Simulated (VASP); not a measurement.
Set up this calculation in VASP 6.6.1, as the native input.

* Task: single point
* Functional: RPBE
* Potentials or basis: VASP PAW PBE potentials, release 64 (Ge_d)
* Cutoff: 520 eV
* k mesh: 16 × 16 × 5
* Occupations: fermi-dirac, width 0.1 eV
* Spin: no spin polarisation
* Dipole correction: no
* Further INCAR settings: ALGO = Normal; EDIFF = 1e-06; NBANDS = 36

The structure of Ge lies in POSCAR:

```
Ge
1.0
    3.0437414094      0.0000000000      0.0000000000
   -1.5218707047      2.6359573831      0.0000000000
    0.0000000000      0.0000000000      9.9804663355
Ge
4
Direct
    0.0000000000      1.0000000000      1.0000000000
    0.0000000000      1.0000000000      0.5000000000
    0.3333333333      0.6666666667      0.2500000000
    0.6666666667      0.3333333333      0.7500000000
```

This isn't the form of Ge at room conditions, which is diamond.

The input as run:

INCAR

```
SYSTEM = Ge
PREC = Accurate
ENCUT = 520
EDIFF = 1E-6
ISMEAR = -1
SIGMA = 0.1
LREAL = .FALSE.
LASPH = .TRUE.
NELM = 60
ALGO = Normal
ISIF = 2
LWAVE = .FALSE.
LCHARG = .FALSE.
GGA = RP
NBANDS = 36
```

KPOINTS

```
Automatic mesh
0
G
  16 16 5
  0 0 0
```

Potentials or basis: VASP PAW PBE potentials, release 64 (Ge_d).

Launch:

```console
$ cat potpaw_PBE.64/Ge_d/POTCAR > POTCAR
$ mpirun -np 1 vasp_std > vasp.out
```

Results of the run:

| Item | Value |
| --- | --- |
| Pressure | 0.2 GPa |
| Band gap on the k mesh | zero (bands 28 and 29 overlap by 8.94 eV) |

Caveat: the PAW data sets were made with another functional, which shifts forces and pressure a little.

It took 6.5 min on 1 thread of Intel Xeon 8259CL (shared host), peak memory 0.32 GiB.
